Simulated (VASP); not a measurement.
# PdPtS3 (Pm-3m) in VASP: notebook

Runs on PdPtS3. Level: PBE. Tasks: single point, relaxation of cell and atoms.

Everything below comes from runs of VASP 6.6.1. Logs are shortened: lines on timing, memory, paths and dates and some standing lists are left out, and cuts for length are marked.

### Step 1. The cell of the first run

It takes space group Pm-3m (No. 221, cubic). Conventional cell: a = 4.629 Å, b = 4.629 Å, c = 4.629 Å, α = 90.00°, β = 90.00°, γ = 90.00°. Within 3.1 Å of Pd (site symmetry m-3m) lie 6 S at 2.31 Å. Within 4.3 Å of Pt (site symmetry m-3m) lie 12 S at 3.27 Å and 8 Pd at 4.01 Å. Within 3.1 Å of S (site symmetry 4/mmm) lie 2 Pd at 2.31 Å.

The cell was generated, and may not be a known phase.

### Step 2. Single point, PBE

File INCAR:

```
PREC = Accurate
ENCUT = 520
EDIFF = 1E-7
ISMEAR = 0
SIGMA = 0.1
LREAL = F
LASPH = T
NELM = 100
ALGO = Normal
ISIF = 2
LWAVE = F
LCHARG = T
GGA = PE
LELF = T
LVHAR = T
NBANDS = 27
```

File KPOINTS:

```
regular mesh
0
Gamma
  8 8 8
```

File POSCAR:

```
PdPtS3
1.0
    4.6288716447      0.0000000000      0.0000000000
    0.0000000000      4.6288716447      0.0000000000
    0.0000000000      0.0000000000      4.6288716447
Pd Pt S
1 1 3
Direct
    0.5000000000      0.5000000000      0.5000000000
    0.0000000000      0.0000000000      0.0000000000
    0.5000000000      0.5000000000      0.0000000000
    0.0000000000      0.5000000000      0.5000000000
    0.5000000000      0.0000000000      0.5000000000
```

Potentials or basis: VASP PAW PBE potentials, release 64 (Pd, Pt, S).

Launch:

```console
cat potpaw_PBE.64/Pd/POTCAR potpaw_PBE.64/Pt/POTCAR potpaw_PBE.64/S/POTCAR > POTCAR
mpirun -np 1 vasp_std > vasp.out
```

OUTCAR:

```text
PREC = Accurate
   ENCUT = 520
   EDIFF = 1E-7
   ISMEAR = 0
   LREAL = F
   LASPH = T
   NELM = 100
   ISIF = 2
   GGA = PE

 ion  position               nearest neighbor table
   1  0.500  0.500  0.500-   3 2.31   4 2.31   5 2.31   3 2.31   5 2.31   4 2.31
   2  0.000  0.000  0.000-
   3  0.500  0.500  0.000-   1 2.31   1 2.31
   4  0.000  0.500  0.500-   1 2.31   1 2.31
   5  0.500  0.000  0.500-   1 2.31   1 2.31

  LATTYP: Found a simple cubic cell.
 ALAT       =     4.6288716447

  Lattice vectors:

 A1 = (   4.6288716447,   0.0000000000,   0.0000000000)
 A2 = (   0.0000000000,   4.6288716447,   0.0000000000)
 A3 = (   0.0000000000,   0.0000000000,   4.6288716447)

Analysis of symmetry for initial positions (statically):
=====================================================================
 Subroutine PRICEL returns:
 Original cell was already a primitive cell.

 Routine SETGRP: Setting up the symmetry group for a
 simple cubic supercell.

 Subroutine GETGRP returns: Found 48 space group operations
 (whereof 48 operations were pure point group operations)
 out of a pool of 48 trial point group operations.

The static configuration has the point symmetry O_h .

Analysis of symmetry for dynamics (positions and initial velocities):
=====================================================================
 Subroutine PRICEL returns:
 Original cell was already a primitive cell.

 Routine SETGRP: Setting up the symmetry group for a
 simple cubic supercell.

 Subroutine GETGRP returns: Found 48 space group operations
 (whereof 48 operations were pure point group operations)
 out of a pool of 48 trial point group operations.

The dynamic configuration has the point symmetry O_h .

 Subroutine INISYM returns: Found 48 space group operations
 (whereof 48 operations are pure point group operations),
 and found     1 'primitive' translations

----------------------------------------------------------------------------------------

                                     Primitive cell

  volume of cell :      99.1803

  direct lattice vectors                    reciprocal lattice vectors
     4.628871645  0.000000000  0.000000000     0.216035370  0.000000000  0.000000000
     0.000000000  4.628871645  0.000000000     0.000000000  0.216035370  0.000000000
     0.000000000  0.000000000  4.628871645     0.000000000  0.000000000  0.216035370

  length of vectors
     4.628871645  4.628871645  4.628871645     0.216035370  0.216035370  0.216035370

  position of ions in fractional coordinates (direct lattice)
     0.500000000  0.500000000  0.500000000
     0.000000000  0.000000000  0.000000000
     0.500000000  0.500000000  0.000000000
     0.000000000  0.500000000  0.500000000
     0.500000000  0.000000000  0.500000000

  ion indices of the primitive-cell ions
   primitive index   ion index
                 1           1
                 2           2
                 3           3
                 4           4
                 5           5

----------------------------------------------------------------------------------------

 KPOINTS: regular mesh

Automatic generation of k-mesh.
 Grid dimensions read from file:
 generate k-points for:    8    8    8

 Generating k-lattice:

  Cartesian coordinates                     Fractional coordinates (reciprocal lattice)
     0.027004421  0.000000000  0.000000000     0.125000000  0.000000000  0.000000000
     0.000000000  0.027004421  0.000000000     0.000000000  0.125000000  0.000000000
     0.000000000  0.000000000  0.027004421     0.000000000  0.000000000  0.125000000

  Length of vectors
     0.027004421  0.027004421  0.027004421

  Shift w.r.t. Gamma in fractional coordinates (k-lattice)
     0.000000000  0.000000000  0.000000000

 Subroutine IBZKPT returns following result:
 ===========================================

 Found     35 irreducible k-points:

 Following reciprocal coordinates:
            Coordinates               Weight
  0.000000  0.000000  0.000000      1.000000
  0.125000  0.000000  0.000000      6.000000
  0.250000  0.000000  0.000000      6.000000
  0.375000  0.000000  0.000000      6.000000
  0.500000  0.000000  0.000000      3.000000
  0.125000  0.125000  0.000000     12.000000
[... 16 lines left out ...]
  0.375000  0.375000  0.125000     24.000000
  0.500000  0.375000  0.125000     24.000000
 [... further k-points ...]
   k-points           NKPTS =     35   k-points in BZ     NKDIM =     35   number of bands    NBANDS=     27
   number of dos      NEDOS =    301   number of ions     NIONS =      5
   total plane-waves  NPLWV =  46656
   dimension x,y,z NGX =    36 NGY =   36 NGZ =   36
   dimension x,y,z NGXF=    72 NGYF=   72 NGZF=   72
   ions per type =               1   1   3
   NGX,Y,Z   is equivalent  to a cutoff of  12.93, 12.93, 12.93 a.u.
   NGXF,Y,Z  is equivalent  to a cutoff of  25.86, 25.86, 25.86 a.u.
 SYSTEM =  unknown system
   PREC   = accura    normal or accurate (medium, high low for compatibility)
   ISTART =      0    job   : 0-new  1-cont  2-samecut
   ICHARG =      2    charge: 1-file 2-atom 10-const
   ISPIN  =      1    spin polarized calculation?
   LNONCOLLINEAR =      F non collinear calculations
   LSORBIT =      F    spin-orbit coupling
   LASPH  =      T    aspherical Exc in radial PAW
   ENCUT  =  520.0 eV  38.22 Ry    6.18 a.u.   8.61  8.61  8.61*2*pi/ulx,y,z
   NELM   =    100;   NELMIN=  2; NELMDL= -5     # of ELM steps
   EDIFF  = 0.1E-06   stopping-criterion for ELM
   LREAL  =      F    real-space projection
   EDIFFG = 0.1E-05   stopping-criterion for IOM
   NSW    =      0    number of steps for IOM
   IBRION =     -1    ionic relax: 0-MD 1-quasi-New 2-CG
   NFREE  =      0    steps in history (QN), initial steepest desc. (CG)
   ISIF   =      2    stress and relaxation
   ISYM   =      2    0-nonsym 1-usesym 2-fastsym
   POTIM  = 0.5000    time-step for ionic-motion
   TEBEG  =    0.0;   TEEND  =   0.0 temperature during run
   PSTRESS=    0.0 pullay stress
   NELECT =      38.0000    total number of electrons
   NUPDOWN=      -1.0000    fix difference up-down
   EMIN   =  10.00;   EMAX   =-10.00  energy-range for DOS
   EFERMI =   0.00;   METHOD = LEGACY
   ISMEAR =     0;   SIGMA  =   0.10  broadening in eV -4-tet -1-fermi 0-gaus
   EFERMI_NEDOS =   21; number of points for ismear=-14 and -15
   IALGO  =     38    algorithm
   IMIX   =      4    mixing-type and parameters
     AMIX     =   0.40;   BMIX     =  1.00
     AMIX_MAG =   1.60;   BMIX_MAG =  1.00
  volume/ion in A,a.u.               =      19.84       133.86
  Fermi-wavevector in a.u.,A,eV,Ry     =   1.189034  2.246948 19.235938  1.413802
  Thomas-Fermi vector in A             =   2.325150
   LORBIT       =      0    0 simple, 1 ext, 2 COOP (PROOUT), +10 PAW based schemes
   GGA     = PE    functional components
   LHFCALC =     F    Hartree Fock is set to
   AEXX    =    0.0000 exact exchange contribution
   IVDW    =     0    specifies the selected vdW correction
   LEPSILON=     F    determine dielectric tensor
   LRPA    =     F    only Hartree local field effects (RPA)
 non-spin polarized calculation
 Gauss-broadening in eV      SIGMA  =   0.10
  energy-cutoff  :      520.00
  volume of cell :       99.18
 maximum number of plane-waves:      2721
 NGX is ok and might be reduce to    36
   NGX = 17   NGY = 17   NGZ = 17

 number of electron      37.9999990 magnetization

 Free energy of the ion-electron system (eV)
  ---------------------------------------------------
  ext. energy  EPLUGINS =         0.00000000
  ---------------------------------------------------
  free energy    TOTEN  =       -18.68847024 eV

  energy without entropy =      -18.64692571  energy(sigma->0) =      -18.66769797

 E-fermi :   5.2949     XC(G=0): -10.5168

 val. band max:        5.2912772870   @ k =   0.5000   0.2500   0.0000
 cond. band min:       5.3052284981   @ k =   0.5000   0.1250   0.0000
 fundamental gap:      0.0139512111
 Fermi energy:         5.2949399859

 k-point     1 :       0.0000    0.0000    0.0000
  band No.  band energies     occupation
      1      -8.7901      2.00000
      2      -7.0423      2.00000
      3      -7.0423      2.00000
      4       0.7932      2.00000
      5       0.7932      2.00000
      6       0.7932      2.00000
[... 19 lines left out ...]
     26      13.0647      0.00000
     27      14.4983      0.00000

 k-point     2 :       0.1250    0.0000    0.0000
  band No.  band energies     occupation
      1      -8.7247      2.00000
      2      -7.0549      2.00000
      3      -7.0361      2.00000
      4       0.3427      2.00000
      5       0.7769      2.00000
      6       0.7769      2.00000
[... 19 lines left out ...]
     26      13.2857      0.00000
     27      13.8661      0.00000

 k-point     3 :       0.2500    0.0000    0.0000
  band No.  band energies     occupation
      1      -8.5500      2.00000
      2      -7.1004      2.00000
      3      -7.0210      2.00000
      4      -0.4084      2.00000
      5       0.7441      2.00000
      6       0.7441      2.00000
[... 19 lines left out ...]
     26      13.1010      0.00000
     27      13.1010      0.00000

 k-point     4 :       0.3750    0.0000    0.0000
  band No.  band energies     occupation
      1      -8.3386      2.00000
      2      -7.1802      2.00000
      3      -7.0057      2.00000
      4      -0.9688      2.00000
      5       0.7225      2.00000
      6       0.7225      2.00000
[... 19 lines left out ...]
     26      12.5466      0.00000
     27      13.0878      0.00000
[... 516 lines left out ...]
      4      -1.1802      2.00000
      5      -0.2350      2.00000
      6      -0.1230      2.00000
[... 19 lines left out ...]
     26      12.7612      0.00000
     27      13.8538      0.00000

 k-point    23 :       0.3750    0.3750    0.1250
  band No.  band energies     occupation
      1      -7.8096      2.00000
      2      -7.1028      2.00000
      3      -7.0769      2.00000
      4      -1.0446      2.00000
      5      -0.8436      2.00000
      6      -0.3264      2.00000
[... 19 lines left out ...]
     26      12.5504      0.00000
     27      13.0663      0.00000

 k-point    24 :       0.5000    0.3750    0.1250
  band No.  band energies     occupation
      1      -7.6986      2.00000
      2      -7.1277      2.00000
      3      -7.0759      2.00000
      4      -1.2395      2.00000
      5      -0.8837      2.00000
      6      -0.4709      2.00000
[... 19 lines left out ...]
     26      12.5817      0.00000
     27      13.4859      0.00000

 [... further k-points ...]

------------------------ aborting loop because EDIFF is reached ----------------------------------------

  FORCE on cell =-STRESS in cart. coord.  units (eV):
  Direction    XX          YY          ZZ          XY          YZ          ZX
  --------------------------------------------------------------------------------------
  -------------------------------------------------------------------------------------
  Total       -0.0465206     -0.0465206     -0.0465206     -0.0000000      0.0000000     -0.0000000
  in kB       -0.7515032     -0.7515032     -0.7515032     -0.0000000      0.0000000     -0.0000000
  external PRESSURE =      -0.7515032 kB  Pullay stress =       0.0000000 kB

 VOLUME and BASIS-vectors are now :
 -----------------------------------------------------------------------------
  energy-cutoff  :      520.00
  volume of cell :       99.18
      direct lattice vectors                 reciprocal lattice vectors
     4.628871645  0.000000000  0.000000000     0.216035370  0.000000000  0.000000000
     0.000000000  4.628871645  0.000000000     0.000000000  0.216035370  0.000000000
     0.000000000  0.000000000  4.628871645     0.000000000  0.000000000  0.216035370

 POSITION                                       TOTAL-FORCE (eV/Angst)
 -----------------------------------------------------------------------------------
      2.31444      2.31444      2.31444         0.000000      0.000000      0.000000
      0.00000      0.00000      0.00000         0.000000      0.000000      0.000000
      2.31444      2.31444      0.00000         0.000000      0.000000      0.000000
      0.00000      2.31444      2.31444         0.000000      0.000000      0.000000
      2.31444      0.00000      2.31444         0.000000      0.000000      0.000000
 -----------------------------------------------------------------------------------
    total drift:                                0.000000      0.000000      0.000000

  FREE ENERGIE OF THE ION-ELECTRON SYSTEM (eV)
  ---------------------------------------------------
  free  energy   TOTEN  =       -18.6884702412 eV

  energy  without entropy=      -18.6469257071  energy(sigma->0) =      -18.66769797
```

Run time: 2.2 min. Hardware: 1 thread of Intel Xeon Platinum 8259CL at 2.50GHz (Skylake/Cascade Lake), shared host; peak memory 0.26 GiB.

What came out:

```yaml
Free_energy: -18.6885 eV
Pressure: -0.1 GPa
Band_gap_on_the_k_mesh: zero (bands 19 and 20 overlap by 1.13 eV)
```

Levels at points of the mesh, in eV from the Fermi level:
```tsv
k point	band 17	band 18	band 19	band 20	band 21	band 22
(0.00, 0.00, 0.00)	-1.23	-1.23	-1.23	-0.63	-0.63	-0.63
(0.50, 0.00, 0.00)	-0.56	-0.56	0.04	0.17	0.17	0.33
(0.50, 0.50, 0.00)	-1.00	-0.97	0.50	0.50	0.61	2.48
(0.50, 0.50, 0.50)	-1.12	-0.60	0.26	0.26	0.26	4.10
```

Caveat: spin-orbit coupling is left out, which moves the levels of the heavy elements.

### Step 3. Relaxation of cell and atoms, PBE

This run uses another cell than the first one, of 19.79 Å³/atom.

File INCAR:

```
ALGO = Normal
EDIFF = 1E-7
EDIFFG = -0.01
ENCUT = 600
GGA = PE
IBRION = 2
ISIF = 3
ISMEAR = 0
LASPH = True
LCHARG = False
LREAL = False
LWAVE = False
NELM = 100
NSW = 100
PREC = Accurate
SIGMA = 0.1
```

File KPOINTS:

```
k-points
0
Gamma
  8 8 8
```

Changes to POSCAR since step 2:

```diff
@@ -2,5 +2,5 @@
 1.0
-    4.6288716447      0.0000000000      0.0000000000
-    0.0000000000      4.6288716447      0.0000000000
-    0.0000000000      0.0000000000      4.6288716447
+    4.6253139900      0.0000000000      0.0000000000
+    0.0000000000      4.6253139900      0.0000000000
+    0.0000000000      0.0000000000      4.6253139900
 Pd Pt S
```

Potentials or basis: VASP PAW PBE potentials, release 64 (Pd, Pt, S).

Launch:

```console
cat potpaw_PBE.64/Pd/POTCAR potpaw_PBE.64/Pt/POTCAR potpaw_PBE.64/S/POTCAR > POTCAR
mpirun -np 1 vasp_std > vasp.out
```

Wall time 4.8 min (1 thread of Intel Xeon Platinum 8259CL at 2.50GHz (Skylake/Cascade Lake), shared host); peak memory 0.32 GiB.

The run converged. Its results:

- Free energy: -18.6885 eV
- Relaxed volume: 19.84 Å³/atom
- Relaxed cell: a = 4.629 Å, b = 4.629 Å, c = 4.629 Å, α = 90.00°, β = 90.00°, γ = 90.00°
- Space group after relaxing (to 0.1 Å): Pm-3m (No. 221)
- Energy gained by relaxing: 0.0 meV/atom
- Ionic steps: 2
- Pressure after relaxing: -0.1 GPa

Final structure:
```
CELL_PARAMETERS angstrom
4.62943 0.00000 0.00000
0.00000 4.62943 0.00000
0.00000 0.00000 4.62943
ATOMIC_POSITIONS crystal
Pd 0.50000 0.50000 0.50000
Pt 0.00000 0.00000 0.00000
S 0.50000 0.50000 0.00000
S 0.00000 0.50000 0.50000
S 0.50000 0.00000 0.50000
```

Levels at points of the mesh, in eV from the Fermi level:
```csv
k point,band 15,band 16,band 17,band 18,band 19,band 20,band 21,band 22,band 23
"(0.00, 0.00, 0.00)",-1.27,-1.27,-1.23,-1.23,-1.23,-0.63,-0.63,-0.63,-0.49
"(0.50, 0.00, 0.00)",-1.34,-1.16,-0.56,-0.56,0.04,0.17,0.17,0.33,2.46
"(0.50, 0.50, 0.00)",-1.35,-1.34,-1.00,-0.97,0.50,0.50,0.61,2.48,4.05
"(0.50, 0.50, 0.50)",-1.20,-1.11,-1.11,-0.60,0.26,0.26,0.26,4.10,4.10
```

Caveat: the highest band is partly filled, so the run has too few bands; spin-orbit coupling is left out, which moves the levels of the heavy elements.
